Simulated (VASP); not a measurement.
# Al (P6_3/mmc) in VASP: a series of runs

The runs below take Al through single point, with PBEsol+D3(BJ).

All numbers are computed with VASP 6.6.1; they aren't measurements. Logs are shortened: lines on timing, memory, paths and dates and some standing lists are left out, and cuts for length are marked.

### Step 1. The cell of the first run

Symmetry: P6_3/mmc, No. 194, hexagonal system. Conventional cell: a = 2.866 Å, b = 2.866 Å, c = 9.854 Å, α = 90.00°, β = 90.00°, γ = 120.00°. Within 3.8 Å of Al (site symmetry -3m) lie 12 Al at 2.87 to 2.97 Å. Within 3.8 Å of Al (site symmetry -6m2) lie 12 Al at 2.87 to 2.97 Å.

### Step 2. Single point, PBEsol+D3(BJ)

The input, INCAR:

```
SYSTEM = Al
  PREC = Accurate
  ENCUT = 520
  EDIFF = 1E-7
  ISMEAR = 0
  SIGMA = 0.15
  LREAL = .False.
  LASPH = .True.
  NELM = 60
  ALGO = Fast
  ISIF = 2
  LWAVE = .False.
  LCHARG = .False.
  GGA = PS
  IVDW = 12
  NBANDS = 14
```

The input, KPOINTS:

```
regular mesh
0
Gamma
  18 18 6
  0 0 0
```

The input, POSCAR:

```
Al
1.0
    2.8661000000      0.0000000000      0.0000000000
   -1.4330500000      2.4821154098      0.0000000000
    0.0000000000      0.0000000000      9.8538000000
Al
4
Direct
    0.0000000000      0.0000000000      0.0000000000
    0.3333333333      0.6666666667      0.2500000000
    0.0000000000      0.0000000000      0.5000000000
    0.6666666667      0.3333333333      0.7500000000
```

Potentials or basis: VASP PAW PBE potentials, release 64 (Al).

On the command line:

```console
$ cat potpaw_PBE.64/Al/POTCAR > POTCAR
$ mpirun -np 1 vasp_std > vasp.out
```

OUTCAR:

```text
SYSTEM = Al
   PREC = Accurate
   ENCUT = 520
   EDIFF = 1E-7
   ISMEAR = 0
   LREAL = .False.
   LASPH = .True.
   NELM = 60
   ISIF = 2
   GGA = PS
   IVDW = 12
 IVDW          = 12

 ion  position               nearest neighbor table
   1  0.000  0.000  0.000-   2 2.97   4 2.97   4 2.97   2 2.97   4 2.97   2 2.97
   2  0.333  0.667  0.250-   1 2.97   3 2.97   1 2.97   3 2.97   1 2.97   3 2.97
   3  0.000  0.000  0.500-   2 2.97   4 2.97   4 2.97   2 2.97   4 2.97   2 2.97
   4  0.667  0.333  0.750-   1 2.97   3 2.97   1 2.97   3 2.97   1 2.97   3 2.97

  LATTYP: Found a hexagonal cell.
 ALAT       =     2.8661000000
 C/A-ratio  =     3.4380517079

  Lattice vectors:

 A1 = (   2.8661000000,   0.0000000000,   0.0000000000)
 A2 = (  -1.4330500000,   2.4821154098,   0.0000000000)
 A3 = (   0.0000000000,   0.0000000000,   9.8538000000)

Analysis of symmetry for initial positions (statically):
=====================================================================
 Subroutine PRICEL returns:
 Original cell was already a primitive cell.

 Routine SETGRP: Setting up the symmetry group for a
 hexagonal supercell.

 Subroutine GETGRP returns: Found 24 space group operations
 (whereof 12 operations were pure point group operations)
 out of a pool of 24 trial point group operations.

The static configuration has the point symmetry D_3d.
 The point group associated with its full space group is D_6h.

Analysis of symmetry for dynamics (positions and initial velocities):
=====================================================================
 Subroutine PRICEL returns:
 Original cell was already a primitive cell.

 Routine SETGRP: Setting up the symmetry group for a
 hexagonal supercell.

 Subroutine GETGRP returns: Found 24 space group operations
 (whereof 12 operations were pure point group operations)
 out of a pool of 24 trial point group operations.

The dynamic configuration has the point symmetry D_3d.
 The point group associated with its full space group is D_6h.

 Subroutine INISYM returns: Found 24 space group operations
 (whereof 12 operations are pure point group operations),
 and found     1 'primitive' translations

----------------------------------------------------------------------------------------

                                     Primitive cell

  volume of cell :      70.0998

  direct lattice vectors                    reciprocal lattice vectors
     2.866100000  0.000000000  0.000000000     0.348906179  0.201441076  0.000000000
    -1.433050000  2.482115410  0.000000000     0.000000000  0.402882153  0.000000000
     0.000000000  0.000000000  9.853800000     0.000000000  0.000000000  0.101483692

  length of vectors
     2.866100000  2.866100000  9.853800000     0.402882153  0.402882153  0.101483692

  position of ions in fractional coordinates (direct lattice)
     0.000000000  0.000000000  0.000000000
     0.333333333  0.666666667  0.250000000
     0.000000000  0.000000000  0.500000000
     0.666666667  0.333333333  0.750000000

  ion indices of the primitive-cell ions
   primitive index   ion index
                 1           1
                 2           2
                 3           3
                 4           4

----------------------------------------------------------------------------------------

 KPOINTS: regular mesh

Automatic generation of k-mesh.
 Grid dimensions read from file:
 generate k-points for:   18   18    6

 Generating k-lattice:

  Cartesian coordinates                     Fractional coordinates (reciprocal lattice)
     0.019383677  0.011191171  0.000000000     0.055555556  0.000000000  0.000000000
     0.000000000  0.022382342  0.000000000     0.000000000  0.055555556  0.000000000
     0.000000000  0.000000000  0.016913949     0.000000000  0.000000000  0.166666667

  Length of vectors
     0.022382342  0.022382342  0.016913949

  Shift w.r.t. Gamma in fractional coordinates (k-lattice)
     0.000000000  0.000000000  0.000000000

 Subroutine IBZKPT returns following result:
 ===========================================

 Found    148 irreducible k-points:

 Following reciprocal coordinates:
            Coordinates               Weight
  0.000000  0.000000  0.000000      1.000000
  0.055556 -0.000000  0.000000      6.000000
  0.111111 -0.000000  0.000000      6.000000
  0.166667  0.000000  0.000000      6.000000
  0.222222 -0.000000  0.000000      6.000000
  0.277778  0.000000  0.000000      6.000000
[... 16 lines left out ...]
  0.333333  0.111111  0.000000     12.000000
  0.388889  0.111111  0.000000     12.000000
 [... further k-points ...]
   k-points           NKPTS =    148   k-points in BZ     NKDIM =    148   number of bands    NBANDS=     14
   number of dos      NEDOS =    301   number of ions     NIONS =      4
   total plane-waves  NPLWV =  46080
   dimension x,y,z NGX =    24 NGY =   24 NGZ =   80
   dimension x,y,z NGXF=    48 NGYF=   48 NGZF=  160
   ions per type =               4
   NGX,Y,Z   is equivalent  to a cutoff of  13.92, 13.92, 13.50 a.u.
   NGXF,Y,Z  is equivalent  to a cutoff of  27.84, 27.84, 26.99 a.u.
 SYSTEM =  Al
   PREC   = accura    normal or accurate (medium, high low for compatibility)
   ISTART =      0    job   : 0-new  1-cont  2-samecut
   ICHARG =      2    charge: 1-file 2-atom 10-const
   ISPIN  =      1    spin polarized calculation?
   LNONCOLLINEAR =      F non collinear calculations
   LSORBIT =      F    spin-orbit coupling
   LASPH  =      T    aspherical Exc in radial PAW
   ENCUT  =  520.0 eV  38.22 Ry    6.18 a.u.   5.33  5.33 18.32*2*pi/ulx,y,z
   NELM   =     60;   NELMIN=  2; NELMDL= -5     # of ELM steps
   EDIFF  = 0.1E-06   stopping-criterion for ELM
   LREAL  =      F    real-space projection
   EDIFFG = 0.1E-05   stopping-criterion for IOM
   NSW    =      0    number of steps for IOM
   IBRION =     -1    ionic relax: 0-MD 1-quasi-New 2-CG
   NFREE  =      0    steps in history (QN), initial steepest desc. (CG)
   ISIF   =      2    stress and relaxation
   ISYM   =      2    0-nonsym 1-usesym 2-fastsym
   POTIM  = 0.5000    time-step for ionic-motion
   TEBEG  =    0.0;   TEEND  =   0.0 temperature during run
   PSTRESS=    0.0 pullay stress
   NELECT =      12.0000    total number of electrons
   NUPDOWN=      -1.0000    fix difference up-down
   EMIN   =  10.00;   EMAX   =-10.00  energy-range for DOS
   EFERMI =   0.00;   METHOD = LEGACY
   ISMEAR =     0;   SIGMA  =   0.15  broadening in eV -4-tet -1-fermi 0-gaus
   EFERMI_NEDOS =   21; number of points for ismear=-14 and -15
   IALGO  =     68    algorithm
   IMIX   =      4    mixing-type and parameters
     AMIX     =   0.40;   BMIX     =  1.00
     AMIX_MAG =   1.60;   BMIX_MAG =  1.00
  volume/ion in A,a.u.               =      17.52       118.26
  Fermi-wavevector in a.u.,A,eV,Ry     =   0.908998  1.717757 11.242184  0.826277
  Thomas-Fermi vector in A             =   2.032990
   LORBIT       =      0    0 simple, 1 ext, 2 COOP (PROOUT), +10 PAW based schemes
   GGA     = PS    functional components
   LHFCALC =     F    Hartree Fock is set to
   AEXX    =    0.0000 exact exchange contribution
   IVDW    =    12    specifies the selected vdW correction
   LEPSILON=     F    determine dielectric tensor
   LRPA    =     F    only Hartree local field effects (RPA)
 non-spin polarized calculation
 RMM-DIIS sequential band-by-band and
 Gauss-broadening in eV      SIGMA  =   0.15
  energy-cutoff  :      520.00
  volume of cell :       70.10
 maximum number of plane-waves:      1933
 NGX is ok and might be reduce to    24
   NGX = 11   NGY = 11   NGZ = 37

 number of electron      12.0000000 magnetization

 Free energy of the ion-electron system (eV)
  ---------------------------------------------------
  ext. energy  EPLUGINS =         0.00000000
  ---------------------------------------------------
  free energy    TOTEN  =       -16.22083456 eV

  energy without entropy =      -16.20032032  energy(sigma->0) =      -16.21057744

 E-fermi :   7.3178     XC(G=0): -10.0384

 val. band max:        7.3140530139   @ k =   0.3889   0.1111   0.0000
 cond. band min:       7.3518322813   @ k =   0.3333   0.0556   0.1667
 fundamental gap:      0.0377792674
 Fermi energy:         7.3178044716

 k-point     1 :       0.0000    0.0000    0.0000
  band No.  band energies     occupation
      1      -3.3873      2.00000
      2      -1.8753      2.00000
      3      -1.8694      2.00000
      4       2.4362      2.00000
      5       2.7425      2.00000
      6       9.7536      0.00000
      7       9.7599      0.00000
      8      18.2902      0.00000
      9      18.2902      0.00000
     10      18.4575      0.00000
     11      18.4738      0.00000
     12      18.4738      0.00000
     13      19.3518      0.00000
     14      19.4159      0.00000

 k-point     2 :       0.0556   -0.0000    0.0000
  band No.  band energies     occupation
      1      -3.3131      2.00000
      2      -1.8018      2.00000
      3      -1.7960      2.00000
      4       2.5092      2.00000
      5       2.8119      2.00000
      6       9.8177      0.00000
      7       9.8250      0.00000
      8      16.6825      0.00000
      9      17.3031      0.00000
     10      17.8459      0.00000
     11      17.9843      0.00000
     12      18.3523      0.00000
     13      18.5581      0.00000
     14      18.5804      0.00000
[... 343 lines left out ...]
      1       0.4180      2.00000
      2       1.8908      2.00000
      3       1.8927      2.00000
      4       5.3502      2.00000
      5       6.2506      2.00000
      6       6.2744      2.00000
      7       7.1017      1.95835
      8       7.1493      1.88787
      9      10.3455      0.00000
     10      11.2866      0.00000
     11      11.3001      0.00000
     12      11.9055      0.00000
     13      12.1612      0.00000
     14      13.5137      0.00000

 k-point    24 :       0.3889    0.1111    0.0000
  band No.  band energies     occupation
      1       1.4960      2.00000
      2       2.9456      2.00000
      3       2.9504      2.00000
      4       4.0345      2.00000
      5       5.5038      2.00000
      6       5.5223      2.00000
      7       7.3141      1.02821
      8       7.4292      0.29357
      9       9.5303      0.00000
     10       9.9148      0.00000
     11      10.6443      0.00000
     12      11.7477      0.00000
     13      11.9187      0.00000
     14      14.3762      0.00000

 [... further k-points ...]

------------------------ aborting loop because EDIFF is reached ----------------------------------------

 Edisp (eV)   -1.19379

 E8    (eV) :    -0.8038

  FORCE on cell =-STRESS in cart. coord.  units (eV):
  Direction    XX          YY          ZZ          XY          YZ          ZX
  --------------------------------------------------------------------------------------
  -------------------------------------------------------------------------------------
  Total      -3.10726    -3.10726    -3.94743     0.00000     0.00000     0.00000
  in kB     -71.01847   -71.01847   -90.22104     0.00000     0.00000     0.00000
  external pressure =      -77.42 kB  Pullay stress =        0.00 kB

 VOLUME and BASIS-vectors are now :
 -----------------------------------------------------------------------------
  energy-cutoff  :      520.00
  volume of cell :       70.10
      direct lattice vectors                 reciprocal lattice vectors
     2.866100000  0.000000000  0.000000000     0.348906179  0.201441076  0.000000000
    -1.433050000  2.482115410  0.000000000     0.000000000  0.402882153  0.000000000
     0.000000000  0.000000000  9.853800000     0.000000000  0.000000000  0.101483692

 POSITION                                       TOTAL-FORCE (eV/Angst)
 -----------------------------------------------------------------------------------
      0.00000      0.00000      0.00000         0.000000     -0.000000      0.000000
     -0.00000      1.65474      2.46345        -0.000000      0.000000     -0.000000
      0.00000      0.00000      4.92690         0.000000     -0.000000      0.000000
      1.43305      0.82737      7.39035        -0.000000      0.000000     -0.000000
 -----------------------------------------------------------------------------------
    total drift:                               -0.000000      0.000000      0.000000

  FREE ENERGIE OF THE ION-ELECTRON SYSTEM (eV)
  ---------------------------------------------------
  free  energy   TOTEN  =       -17.4146254112 eV

  energy  without entropy=      -17.3941111687  energy(sigma->0) =      -17.40436829
```

Wall time 93 s (1 thread of AMD EPYC 9R45 (Zen 5), shared host); peak memory 0.24 GiB.

What came out:

| Quantity | Value |
| --- | --- |
| Free energy | -17.4146 eV |
| Pressure | -7.7 GPa |
| Band gap on the k mesh | zero (band 6 reaches 10.47 eV, above the bottom of band 7 at 5.96 eV) |
| Dispersion energy per atom | -0.298 eV |

Stress tensor (GPa, compression positive):
```
-7.10  0.00  0.00
 0.00 -7.10  0.00
 0.00  0.00 -9.02
```

Caveat: the PAW data sets were made with another functional, which shifts forces and pressure a little; pairwise dispersion overbinds metals, which lowers pressure and volume.

### Step 3. Single point, PBEsol+D3(BJ)

This run uses another cell than the first one, of 17.87 Å³/atom, 1.020 times its volume.

The input, INCAR:

```
  ALGO = Fast
  EDIFF = 1E-6
  ENCUT = 520
  GGA = PS
  ISIF = 2
  ISMEAR = 0
  IVDW = 12
  LASPH = T
  LCHARG = F
  LREAL = F
  LWAVE = F
  NBANDS = 14
  NELM = 80
  PREC = Accurate
  SIGMA = 0.15
```

The input, KPOINTS:

```
k-points
0
Gamma
  18 18 6
```

The input, POSCAR:

```
Al
1.0
    2.9968000000      0.0000000000      0.0000000000
   -1.4984000000      2.5953049301      0.0000000000
    0.0000000000      0.0000000000      9.1920208392
Al
4
Direct
    0.0000000000      0.0000000000      0.0000000000
    0.3333333333      0.6666666667      0.2500000000
    0.0000000000      0.0000000000      0.5000000000
    0.6666666667      0.3333333333      0.7500000000
```

Potentials or basis: VASP PAW PBE potentials, release 64 (Al).

On the command line:

```console
$ cat potpaw_PBE.64/Al/POTCAR > POTCAR
$ mpirun -np 1 vasp_std > vasp.out
```

It took 84 s on 1 thread of AMD EPYC 9R45 (Zen 5), shared host; peak memory 0.23 GiB.

The run converged. Its results:

| Property | Result |
| --- | --- |
| Free energy | -17.3264 eV |
| Pressure | -8.6 GPa |
| Band gap on the k mesh | zero (band 6 reaches 11.71 eV, above the bottom of band 7 at 5.52 eV) |
| Dispersion energy per atom | -0.293 eV |

Stress tensor (GPa, compression positive):
```
-9.38  0.00  0.00
 0.00 -9.38  0.00
 0.00  0.00 -6.92
```

Levels at points of the mesh, in eV from the Fermi level:
```csv
k point,band 4,band 5,band 6,band 7,band 8,band 9
"(0.00, 0.00, 0.00)",-3.95,-3.51,4.42,4.44,9.08,9.08
"(0.50, 0.00, 0.00)",-3.62,-3.42,-3.20,0.93,1.45,1.69
"(0.00, 0.00, 0.50)",-6.70,0.01,0.01,9.33,9.33,9.38
"(0.50, 0.00, 0.50)",-4.65,-1.71,-1.71,-1.09,-1.09,4.92
```

Caveat: the PAW data sets were made with another functional, which shifts forces and pressure a little; pairwise dispersion overbinds metals, which lowers pressure and volume.
